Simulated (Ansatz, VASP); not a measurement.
Two plane-wave programs on MgCdSe

```
CELL_PARAMETERS angstrom
4.63292 0.00000 0.00000
-2.31646 4.01223 0.00000
0.00000 0.00000 3.74500
ATOMIC_POSITIONS crystal
Mg 0.00000 0.00000 0.00000
Cd 0.33333 0.66667 0.50000
Se 0.66667 0.33333 0.50000
```

Change from the starting cell: species swapped into the DyAlGa type (P-6m2, No. 187).

Alike in both runs: task relaxation of cell and atoms; functional PBE; k mesh 12 × 12 × 12; occupations gaussian, width 0.1 eV; no spin polarisation.

```csv
,VASP,Ansatz
version,VASP 6.6.1,Ansatz 0.2.0
potentials or method,"VASP PAW PBE potentials, release 64 (Mg, Cd, Se), cutoff 600 eV","scalar-relativistic, plane waves, PAW"
valence electrons in the cell,20,46
```

VASP gave:

- gap on the k mesh at the Fermi level, each at its own relaxed structure (eV): none
- relaxed volume (Å³/atom): 24.00
- relaxed cell length with the largest relative difference (Å): 4.730

Q: Estimate Ansatz's values.

A: gap on the k mesh at the Fermi level, each at its own relaxed structure (eV): none; relaxed volume (Å³/atom): 23.97; relaxed cell length with the largest relative difference (Å): 4.725.

A gap of «none» marks a metal or a gap that the smearing closes. VASP's potentials hold 20 valence electrons a cell and Ansatz's 46, so a difference there can come from the potentials and not from the codes.
